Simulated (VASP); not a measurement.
# BN (Qingsongite) (F-43m) in VASP: notebook

Runs on BN (Qingsongite). Level: PBE+D3(BJ). Tasks: single point, relaxation of cell and atoms.

Program: VASP 6.6.1. These are calculated values, not measurements. Logs are shortened: lines on timing, memory, paths and dates and some standing lists are left out, and cuts for length are marked.

### Step 1. The cell of the first run

It takes space group F-43m (No. 216, cubic). The conventional cell has a = 3.607 Å, b = 3.607 Å, c = 3.607 Å, α = 90.00°, β = 90.00°, γ = 90.00°. Within 2.1 Å of B (site symmetry -43m) lie 4 N at 1.56 Å. N (site symmetry -43m) has 4 B at 1.56 Å within 2.1 Å.

### Step 2. Single point, PBE+D3(BJ)

INCAR

```
ALGO = Normal
EDIFF = 1E-6
ENCUT = 600
GGA = PE
GGA_COMPAT = F
ISIF = 2
ISMEAR = 0
IVDW = 12
LASPH = T
LCHARG = F
LREAL = F
LWAVE = F
NBANDS = 11
NELM = 120
PREC = Accurate
SIGMA = 0.02
```

KPOINTS

```
k-points
0
Gamma
  12 12 12
```

POSCAR

```
BN
1.0
    0.0000000000      1.8032542411      1.8032542411
    1.8032542411      0.0000000000      1.8032542411
    1.8032542411      1.8032542411      0.0000000000
B N
1 1
Direct
    0.0000000000      0.0000000000      0.0000000000
    0.2500000000      0.2500000000      0.2500000000
```

Potentials or basis: VASP PAW PBE potentials, release 64 (B, N).

Started as:

```
$ cat potpaw_PBE.64/B/POTCAR potpaw_PBE.64/N/POTCAR > POTCAR
$ mpirun -np 1 vasp_std > vasp.out
```

OUTCAR:

```text
EDIFF = 1E-6
   ENCUT = 600
   GGA = PE
   ISIF = 2
   ISMEAR = 0
   IVDW = 12
   LASPH = T
   LREAL = F
   NELM = 120
   PREC = Accurate
 IVDW          = 12

 ion  position               nearest neighbor table
   1  0.000  0.000  0.000-   2 1.56   2 1.56   2 1.56   2 1.56
   2  0.250  0.250  0.250-   1 1.56   1 1.56   1 1.56   1 1.56

  LATTYP: Found a face centered cubic cell.
 ALAT       =     3.6065084822

  Lattice vectors:

 A1 = (   0.0000000000,   1.8032542411,   1.8032542411)
 A2 = (   1.8032542411,   0.0000000000,   1.8032542411)
 A3 = (   1.8032542411,   1.8032542411,   0.0000000000)

Analysis of symmetry for initial positions (statically):
=====================================================================
 Subroutine PRICEL returns:
 Original cell was already a primitive cell.

 Routine SETGRP: Setting up the symmetry group for a
 face centered cubic supercell.

 Subroutine GETGRP returns: Found 24 space group operations
 (whereof 24 operations were pure point group operations)
 out of a pool of 48 trial point group operations.

The static configuration has the point symmetry T_d .

Analysis of symmetry for dynamics (positions and initial velocities):
=====================================================================
 Subroutine PRICEL returns:
 Original cell was already a primitive cell.

 Routine SETGRP: Setting up the symmetry group for a
 face centered cubic supercell.

 Subroutine GETGRP returns: Found 24 space group operations
 (whereof 24 operations were pure point group operations)
 out of a pool of 48 trial point group operations.

The dynamic configuration has the point symmetry T_d .

 Subroutine INISYM returns: Found 24 space group operations
 (whereof 24 operations are pure point group operations),
 and found     1 'primitive' translations

----------------------------------------------------------------------------------------

                                     Primitive cell

  volume of cell :      11.7274

  direct lattice vectors                    reciprocal lattice vectors
     0.000000000  1.803254241  1.803254241    -0.277276486  0.277276486  0.277276486
     1.803254241  0.000000000  1.803254241     0.277276486 -0.277276486  0.277276486
     1.803254241  1.803254241  0.000000000     0.277276486  0.277276486 -0.277276486

  length of vectors
     2.550186604  2.550186604  2.550186604     0.480256962  0.480256962  0.480256962

  position of ions in fractional coordinates (direct lattice)
     0.000000000  0.000000000  0.000000000
     0.250000000  0.250000000  0.250000000

  ion indices of the primitive-cell ions
   primitive index   ion index
                 1           1
                 2           2

----------------------------------------------------------------------------------------

 KPOINTS: k-points

Automatic generation of k-mesh.
 Grid dimensions read from file:
 generate k-points for:   12   12   12

 Generating k-lattice:

  Cartesian coordinates                     Fractional coordinates (reciprocal lattice)
    -0.023106374  0.023106374  0.023106374     0.083333333  0.000000000  0.000000000
     0.023106374 -0.023106374  0.023106374     0.000000000  0.083333333  0.000000000
     0.023106374  0.023106374 -0.023106374     0.000000000  0.000000000  0.083333333

  Length of vectors
     0.040021414  0.040021414  0.040021414

  Shift w.r.t. Gamma in fractional coordinates (k-lattice)
     0.000000000  0.000000000  0.000000000

 Subroutine IBZKPT returns following result:
 ===========================================

 Found     72 irreducible k-points:

 Following reciprocal coordinates:
            Coordinates               Weight
  0.000000  0.000000  0.000000      1.000000
  0.083333  0.000000  0.000000      8.000000
  0.166667  0.000000  0.000000      8.000000
  0.250000  0.000000  0.000000      8.000000
  0.333333  0.000000  0.000000      8.000000
  0.416667  0.000000  0.000000      8.000000
[... 16 lines left out ...]
  0.500000  0.166667  0.000000     24.000000
 -0.416667  0.166667  0.000000     24.000000
 [... further k-points ...]
   k-points           NKPTS =     72   k-points in BZ     NKDIM =     72   number of bands    NBANDS=     11
   number of dos      NEDOS =    301   number of ions     NIONS =      2
   total plane-waves  NPLWV =   8000
   dimension x,y,z NGX =    20 NGY =   20 NGZ =   20
   dimension x,y,z NGXF=    40 NGYF=   40 NGZF=   40
   ions per type =               1   1
   NGX,Y,Z   is equivalent  to a cutoff of  13.04, 13.04, 13.04 a.u.
   NGXF,Y,Z  is equivalent  to a cutoff of  26.08, 26.08, 26.08 a.u.
 SYSTEM =  unknown system
   PREC   = accura    normal or accurate (medium, high low for compatibility)
   ISTART =      0    job   : 0-new  1-cont  2-samecut
   ICHARG =      2    charge: 1-file 2-atom 10-const
   ISPIN  =      1    spin polarized calculation?
   LNONCOLLINEAR =      F non collinear calculations
   LSORBIT =      F    spin-orbit coupling
   LASPH  =      T    aspherical Exc in radial PAW
   ENCUT  =  600.0 eV  44.10 Ry    6.64 a.u.   5.09  5.09  5.09*2*pi/ulx,y,z
   NELM   =    120;   NELMIN=  2; NELMDL= -5     # of ELM steps
   EDIFF  = 0.1E-05   stopping-criterion for ELM
   LREAL  =      F    real-space projection
   EDIFFG = 0.1E-04   stopping-criterion for IOM
   NSW    =      0    number of steps for IOM
   IBRION =     -1    ionic relax: 0-MD 1-quasi-New 2-CG
   NFREE  =      0    steps in history (QN), initial steepest desc. (CG)
   ISIF   =      2    stress and relaxation
   ISYM   =      2    0-nonsym 1-usesym 2-fastsym
   POTIM  = 0.5000    time-step for ionic-motion
   TEBEG  =    0.0;   TEEND  =   0.0 temperature during run
   PSTRESS=    0.0 pullay stress
   NELECT =       8.0000    total number of electrons
   NUPDOWN=      -1.0000    fix difference up-down
   EMIN   =  10.00;   EMAX   =-10.00  energy-range for DOS
   EFERMI =   0.00;   METHOD = LEGACY
   ISMEAR =     0;   SIGMA  =   0.02  broadening in eV -4-tet -1-fermi 0-gaus
   EFERMI_NEDOS =   21; number of points for ismear=-14 and -15
   IALGO  =     38    algorithm
   IMIX   =      4    mixing-type and parameters
     AMIX     =   0.40;   BMIX     =  1.00
     AMIX_MAG =   1.60;   BMIX_MAG =  1.00
  volume/ion in A,a.u.               =       5.86        39.57
  Fermi-wavevector in a.u.,A,eV,Ry     =   1.441135  2.723349 28.257516  2.076869
  Thomas-Fermi vector in A             =   2.559801
   LORBIT       =      0    0 simple, 1 ext, 2 COOP (PROOUT), +10 PAW based schemes
   GGA     = PE    functional components
   LHFCALC =     F    Hartree Fock is set to
   AEXX    =    0.0000 exact exchange contribution
   IVDW    =    12    specifies the selected vdW correction
   LEPSILON=     F    determine dielectric tensor
   LRPA    =     F    only Hartree local field effects (RPA)
 non-spin polarized calculation
 Gauss-broadening in eV      SIGMA  =   0.02
  energy-cutoff  :      600.00
  volume of cell :       11.73
 maximum number of plane-waves:       399
   NGX = 11   NGY = 11   NGZ = 11

 number of electron       7.9999999 magnetization

 Free energy of the ion-electron system (eV)
  ---------------------------------------------------
  ext. energy  EPLUGINS =         0.00000000
  ---------------------------------------------------
  free energy    TOTEN  =       -17.45089724 eV

  energy without entropy =      -17.45089724  energy(sigma->0) =      -17.45089724

 E-fermi :   7.5909     XC(G=0): -12.8571

 val. band max:        7.4899132720   @ k =   0.0000   0.0000   0.0000
 cond. band min:      11.9565688907   @ k =   0.5000   0.5000   0.0000
 fundamental gap:      4.4666556187
 Fermi energy:         7.5908867872

 k-point     1 :       0.0000    0.0000    0.0000
  band No.  band energies     occupation
      1     -12.8214      2.00000
      2       7.4899      2.00000
      3       7.4899      2.00000
      4       7.4899      2.00000
      5      16.3433      0.00000
      6      16.3433      0.00000
      7      16.3433      0.00000
      8      17.9548      0.00000
      9      32.3750      0.00000
     10      35.3428      0.00000
     11      35.3428      0.00000

 k-point     2 :       0.0833    0.0000    0.0000
  band No.  band energies     occupation
      1     -12.6515      2.00000
      2       6.5733      2.00000
      3       7.3077      2.00000
      4       7.3077      2.00000
      5      16.5637      0.00000
      6      16.6196      0.00000
      7      16.6196      0.00000
      8      18.5111      0.00000
      9      32.1553      0.00000
     10      33.1214      0.00000
     11      33.1214      0.00000

 k-point     3 :       0.1667    0.0000    0.0000
  band No.  band energies     occupation
      1     -12.1479      2.00000
      2       4.4632      2.00000
      3       6.8648      2.00000
      4       6.8648      2.00000
      5      16.8960      0.00000
      6      17.2610      0.00000
      7      17.2610      0.00000
      8      19.8296      0.00000
      9      31.5583      0.00000
     10      31.5583      0.00000
     11      31.5804      0.00000

 k-point     4 :       0.2500    0.0000    0.0000
  band No.  band energies     occupation
      1     -11.3339      2.00000
      2       1.9836      2.00000
      3       6.3536      2.00000
      4       6.3536      2.00000
      5      17.2106      0.00000
      6      17.8722      0.00000
      7      17.8722      0.00000
      8      21.1542      0.00000
      9      31.0284      0.00000
     10      31.1556      0.00000
     11      31.1556      0.00000
[... 239 lines left out ...]
 k-point    22 :       0.4167    0.1667    0.0000
  band No.  band energies     occupation
      1      -9.3697      2.00000
      2      -0.7281      2.00000
      3       4.3382      2.00000
      4       4.5132      2.00000
      5      16.0309      0.00000
      6      19.9915      0.00000
      7      20.4331      0.00000
      8      21.3297      0.00000
      9      27.9675      0.00000
     10      33.8553      0.00000
     11      36.0078      0.00000

 k-point    23 :       0.5000    0.1667    0.0000
  band No.  band energies     occupation
      1      -8.3930      2.00000
      2      -2.2970      2.00000
      3       3.7483      2.00000
      4       4.5867      2.00000
      5      16.3851      0.00000
      6      19.9295      0.00000
      7      20.1850      0.00000
      8      22.6463      0.00000
      9      28.3428      0.00000
     10      34.0373      0.00000
     11      35.2116      0.00000

 k-point    24 :      -0.4167    0.1667    0.0000
  band No.  band energies     occupation
      1      -8.2055      2.00000
      2      -2.5686      2.00000
      3       3.3431      2.00000
      4       4.9043      2.00000
      5      16.8392      0.00000
      6      19.7846      0.00000
      7      19.7860      0.00000
      8      23.2720      0.00000
      9      28.6312      0.00000
     10      32.9278      0.00000
     11      34.3117      0.00000

 [... further k-points ...]

------------------------ aborting loop because EDIFF is reached ----------------------------------------

 Edisp (eV)   -0.42133

 E8    (eV) :    -0.1245

  FORCE on cell =-STRESS in cart. coord.  units (eV):
  Direction    XX          YY          ZZ          XY          YZ          ZX
  --------------------------------------------------------------------------------------
  -------------------------------------------------------------------------------------
  Total       0.00102     0.00102     0.00102    -0.00000     0.00000    -0.00000
  in kB       0.13904     0.13904     0.13904    -0.00000     0.00000    -0.00000
  external pressure =        0.14 kB  Pullay stress =        0.00 kB

 VOLUME and BASIS-vectors are now :
 -----------------------------------------------------------------------------
  energy-cutoff  :      600.00
  volume of cell :       11.73
      direct lattice vectors                 reciprocal lattice vectors
     0.000000000  1.803254241  1.803254241    -0.277276486  0.277276486  0.277276486
     1.803254241  0.000000000  1.803254241     0.277276486 -0.277276486  0.277276486
     1.803254241  1.803254241  0.000000000     0.277276486  0.277276486 -0.277276486

 POSITION                                       TOTAL-FORCE (eV/Angst)
 -----------------------------------------------------------------------------------
      0.00000      0.00000      0.00000         0.000000      0.000000      0.000000
      0.90163      0.90163      0.90163        -0.000000     -0.000000     -0.000000
 -----------------------------------------------------------------------------------
    total drift:                                0.000000      0.000000      0.000000

  FREE ENERGIE OF THE ION-ELECTRON SYSTEM (eV)
  ---------------------------------------------------
  free  energy   TOTEN  =       -17.8722283027 eV

  energy  without entropy=      -17.8722283027  energy(sigma->0) =      -17.87222830
```

Run time: 4.1 s. Hardware: 1 thread of Intel Xeon 6975P-C (Granite Rapids), shared host; peak memory 0.14 GiB.

What came out:

| Quantity | Value |
| --- | --- |
| Free energy | -17.8722 eV |
| Pressure | 0.0 GPa |
| Band gap on the k mesh | 4.47 eV, indirect (least direct gap 8.85 eV) |
| Dispersion energy per atom | -0.211 eV |

### Step 3. Relaxation of cell and atoms, PBE+D3(BJ)

This run uses another cell than the first one, of 5.95 Å³/atom, 1.015 times its volume.

INCAR

```
SYSTEM = BN
ALGO = Normal
EDIFF = 1E-7
EDIFFG = -0.005
ENCUT = 600
GGA = PE
GGA_COMPAT = .False.
IBRION = 2
ISIF = 3
ISMEAR = 0
IVDW = 12
LASPH = .True.
LCHARG = .False.
LREAL = .False.
LWAVE = .False.
NELM = 120
NELMIN = 4
NSW = 70
PREC = Accurate
SIGMA = 0.02
```

KPOINTS

```
k-points
0
Gamma
  12 12 12
  0 0 0
```

POSCAR

```
BN
1.0
    0.0000000000      1.8123266330      1.8123266330
    1.8123266330      0.0000000000      1.8123266330
    1.8123266330      1.8123266330      0.0000000000
B N
1 1
Direct
    0.0000000000      0.0000000000      0.0000000000
    0.2500000000      0.2500000000      0.2500000000
```

Potentials or basis: VASP PAW PBE potentials, release 64 (B, N).

Started as:

```
$ cat potpaw_PBE.64/B/POTCAR potpaw_PBE.64/N/POTCAR > POTCAR
$ mpirun -np 1 vasp_std > vasp.out
```

Run time: 7.1 s. Hardware: 1 thread of Intel Xeon 6975P-C (Granite Rapids), shared host; peak memory 0.14 GiB.

The run converged. Its results:

```yaml
Free_energy: -17.8728 eV
Relaxed_volume: 5.86 Å³/atom
Relaxed_cell: a = 2.550 Å, b = 2.550 Å, c = 2.550 Å, α = 60.00°, β = 60.00°, γ = 60.00°
Space_group_after_relaxing_to_0.05_Å: F-43m (No. 216)
Energy_gained_by_relaxing: 1.6 meV/atom
Ionic_steps: 3
Pressure_after_relaxing: 0.0 GPa
Band_gap_on_the_k_mesh: 4.47 eV, indirect (least direct gap 8.85 eV)
Dispersion_energy_per_atom: -0.211 eV
```

The path:
```csv
step,energy change (eV),largest force (eV/Å),pressure (GPa),volume (Å³)
1,0.0000,0.0000,-5.62,11.91
2,0.0001,0.0000,6.02,11.55
3,-0.0032,0.0000,0.00,11.73
```

Final structure:
```
B N
1.0
     0.00000    1.80324    1.80324
     1.80324    0.00000    1.80324
     1.80324    1.80324    0.00000
B N
1 1
Direct
  0.00000 0.00000 0.00000
  0.25000 0.25000 0.25000
```

Levels at points of the mesh, in eV from the valence-band top:
| k point | band 1 | band 2 | band 3 | band 4 | band 5 | band 6 | band 7 | band 8 |
| --- | --- | --- | --- | --- | --- | --- | --- | --- |
| (0.00, 0.00, 0.00) | -20.31 | 0.00 | 0.00 | 0.00 | 8.85 | 8.85 | 8.85 | 10.47 |
| (0.50, 0.00, 0.00) | -16.06 | -10.76 | -1.95 | -1.95 | 10.24 | 10.74 | 10.74 | 15.33 |
| (0.50, 0.50, 0.00) | -14.68 | -8.96 | -4.94 | -4.94 | 4.47 | 9.27 | 18.03 | 18.03 |
